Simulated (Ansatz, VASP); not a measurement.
**One calculation of InSb, two programs**

File INCAR:

```
SYSTEM = InSb
  PREC = Accurate
  ENCUT = 520
  EDIFF = 1E-6
  ISMEAR = 0
  SIGMA = 0.1
  LREAL = .False.
  LASPH = .True.
  NELM = 60
  ALGO = Normal
  ISIF = 2
  LWAVE = .False.
  LCHARG = .False.
  GGA = CA
  NBANDS = 16
```

Contents of KPOINTS:

```
regular mesh
0
Gamma
  6 6 4
  0 0 0
```

POSCAR

```
InSb
1.0
    3.0766560000      0.0000000000      0.0000000000
    0.0000000000      3.0766560000      0.0000000000
    0.0000000000      0.0000000000      6.2154700000
In Sb
1 1
Direct
    0.0000000000      0.0000000000      0.0000000000
    0.0000000000      0.0000000000      0.5000000000
```

Input for Ansatz:

```yaml
crystal:
  lattice:
    - [3.076656, 0.0, 0.0]
    - [0.0, 3.076656, 0.0]
    - [0.0, 0.0, 6.21547]
  atoms:
    - { symbol: In, position: [0.0, 0.0, 0.0] }
    - { symbol: Sb, position: [0.0, 0.0, 0.5] }
basis:
  ecutwfc: 420
kpoints:
  mp_grid: { grid: [6, 6, 4] }
hamiltonian:
  xc: lda
scf:
  occupations: { method: gaussian, width: 0.1 }
output:
  forces: true
  stress: true
  eigenvalues: true
```

Alike in both runs: task single point; functional LDA; k mesh 6 × 6 × 4; occupations gaussian, width 0.1 eV; no spin polarisation.

|  | VASP | Ansatz |
| --- | --- | --- |
| version | VASP 6.6.1 | Ansatz 0.2.0 |
| potentials or method | VASP PAW LDA potentials, release 64 (In_d, Sb), cutoff 520 eV | scalar-relativistic, plane waves, PAW |
| valence electrons in the cell | 18 | 28 |

```csv
,VASP,Ansatz,Ansatz less VASP
gap on the k mesh at the Fermi level (eV),none,none,-
pressure (GPa),-3.1,-3.2,-0.07
"traceless stress, the component that is largest in VASP (GPa)",0.31,0.36,+0.048
```

LDA's correlation is that of Perdew and Zunger in VASP and of Perdew and Wang (1992) in Ansatz. A gap of «none» marks a metal or a gap that the smearing closes. VASP's potentials hold 18 valence electrons a cell and Ansatz's 28, so a difference there can come from the potentials and not from the codes.

Neither program's run includes spin-orbit coupling.
